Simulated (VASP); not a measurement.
A run of VASP 6.6.1 is set up as follows.

The input INCAR:

```
PREC = Accurate ; ENCUT = 520
EDIFF = 1E-6 ; ISMEAR = 0
SIGMA = 0.01 ; LREAL = F
LASPH = T ; NELM = 100
ALGO = Normal ; ISIF = 2
LWAVE = F ; LCHARG = T
GGA = PE ; LELF = T
LVHAR = T ; NBANDS = 16
```

The input KPOINTS:

```
Automatic mesh
0
Gamma
  6 6 6
```

The input POSCAR:

```
GaN
1.0
    0.0874749163      2.2464693557      2.2464693557
    2.2464693557      0.0874749163      2.2464693557
    2.2464693557      2.2464693557      0.0874749163
Ga N
1 1
Direct
    0.0032476448      0.0032476448      0.0032476448
    0.2467523552      0.2467523552      0.2467523552
```

Potentials or basis: VASP PAW PBE potentials, release 64 (Ga_d, N).

Launch:

```bash
$ cat potpaw_PBE.64/Ga_d/POTCAR potpaw_PBE.64/N/POTCAR > POTCAR
$ mpirun -np 1 vasp_std > vasp.out
```

Predict the largest force.

0.044 eV/Å.

Estimate the band gap on the k mesh.

1.89 eV, direct.

Estimate the pressure.

20.4 GPa.

Forces in eV/Å, atoms in the order of the input:
```
Ga   0.025  0.025  0.025
N   -0.025 -0.025 -0.025
```

Caveat: the cell differs from its parent crystal (epitaxial 111 strain -4.0%).
